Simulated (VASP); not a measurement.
A run of VASP 6.6.1:

Contents of INCAR:

```
PREC     = Accurate       # precision mode
ENCUT    = 520            # plane-wave cutoff, eV
EDIFF    = 1E-6           # SCF threshold, eV
ISMEAR   = 0              # smearing method
SIGMA    = 0.1            # smearing width, eV
LREAL    = F              # projectors in reciprocal space
LASPH    = T              # aspherical terms in the spheres
NELM     = 100            # most SCF steps
ALGO     = Fast           # electronic algorithm
ISIF     = 2              # what is computed and relaxed
LWAVE    = F              # write WAVECAR
LCHARG   = F              # write CHGCAR
GGA      = PE             # functional
NBANDS   = 45             # bands
```

File KPOINTS:

```
Automatic mesh
0
Gamma
  12 12 4
```

Contents of POSCAR:

```
Cu2Sn
1.0
    3.8393247448      0.0000000000      0.0000000000
   -1.9196623724      3.3249527623      0.0000000000
    0.0000000000      0.0000000000      9.2602600350
Cu Sn
4 2
Direct
    0.3333333333      0.6666666667      0.4255592623
    0.6666666667      0.3333333333      0.3093758751
    0.3333333333      0.6666666667      0.6906241249
    0.6666666667      0.3333333333      0.5744407377
    0.0000000000      0.0000000000      0.8378375856
    0.0000000000      0.0000000000      0.1621624144
```

Potentials or basis: VASP PAW PBE potentials, release 64 (Cu, Sn_d).

Run with:

```sh
$ cat potpaw_PBE.64/Cu/POTCAR potpaw_PBE.64/Sn_d/POTCAR > POTCAR
$ mpirun -np 1 vasp_std > vasp.out
```

Hardware: 1 thread of Intel(R) Xeon(R) Platinum 8259CL CPU @ 2.50GHz (Skylake/Cascade Lake) (shared host).

Task: How long does it take, and how much memory?

Result: It took 11 min on 1 thread of Intel(R) Xeon(R) Platinum 8259CL CPU @ 2.50GHz (Skylake/Cascade Lake), on a shared host, peak memory 0.44 GiB. Counts: scf iterations 20, k points 69.
